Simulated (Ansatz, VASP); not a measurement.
Al: VASP beside Ansatz

Contents of INCAR:

```
SYSTEM = Al
PREC     = Accurate       ! precision mode
ENCUT    = 520            ! plane-wave cutoff, eV
EDIFF    = 1E-7           ! SCF threshold, eV
ISMEAR   = 0              ! smearing method
SIGMA    = 0.15           ! smearing width, eV
LREAL    = .False.        ! projectors in reciprocal space
LASPH    = .True.         ! aspherical terms in the spheres
NELM     = 80             ! most SCF steps
ALGO     = Fast           ! electronic algorithm
ISIF     = 2              ! what is computed and relaxed
LWAVE    = .False.        ! write WAVECAR
LCHARG   = .False.        ! write CHGCAR
GGA      = PS             ! functional
NBANDS   = 10             ! bands
```

The input KPOINTS:

```
regular mesh
0
Gamma
  24 24 14
  0 0 0
```

Contents of POSCAR:

```
Al
1.0
    2.8500701807      0.0000000000      0.0000000000
   -1.4250350903      2.4682331791      0.0000000000
    0.0000000000      0.0000000000      4.4054504657
Al
2
Direct
    0.6666666667      0.3333333333      0.7500000000
    0.3333333333      0.6666666667      0.2500000000
```

Input for Ansatz:

```yaml
crystal:
  lattice:
    - [2.8500701807, 0.0, 0.0]
    - [-1.4250350903, 2.4682331791, 0.0]
    - [0.0, 0.0, 4.4054504657]
  atoms:
    - { symbol: Al, position: [0.6666666667, 0.3333333333, 0.75] }
    - { symbol: Al, position: [0.3333333333, 0.6666666667, 0.25] }
basis:
  ecutwfc: 420
kpoints:
  mp_grid: { grid: [24, 24, 14] }
hamiltonian:
  xc: pbesol
scf:
  occupations: { method: gaussian, width: 0.15 }
output:
  forces: true
  stress: true
  eigenvalues: true
```

Change from the starting cell: strain +0.000 along x and y, -0.050 along z, atoms carried along.

Alike in both runs: task single point; functional PBEsol; k mesh 24 × 24 × 14; occupations gaussian, width 0.15 eV; no spin polarisation.

|  | VASP | Ansatz |
| --- | --- | --- |
| version | VASP 6.6.1 | Ansatz 0.2.0 |
| potentials or method | VASP PAW PBE potentials, release 64 (Al), cutoff 520 eV | scalar-relativistic, plane waves, PAW |
| valence electrons in the cell | 6 | 6 |

Ansatz gave:

- gap on the k mesh at the Fermi level (eV): none
- pressure (GPa): 4.9
- traceless stress, the component that is largest in VASP (GPa): 3.80

**Question.** Estimate VASP's values.

**Answer.** gap on the k mesh at the Fermi level (eV): none; pressure (GPa): 5.0; traceless stress, the component that is largest in VASP (GPa): 3.83.

VASP's potentials were made for PBE, not for PBEsol. A gap of «none» marks a metal or a gap that the smearing closes.
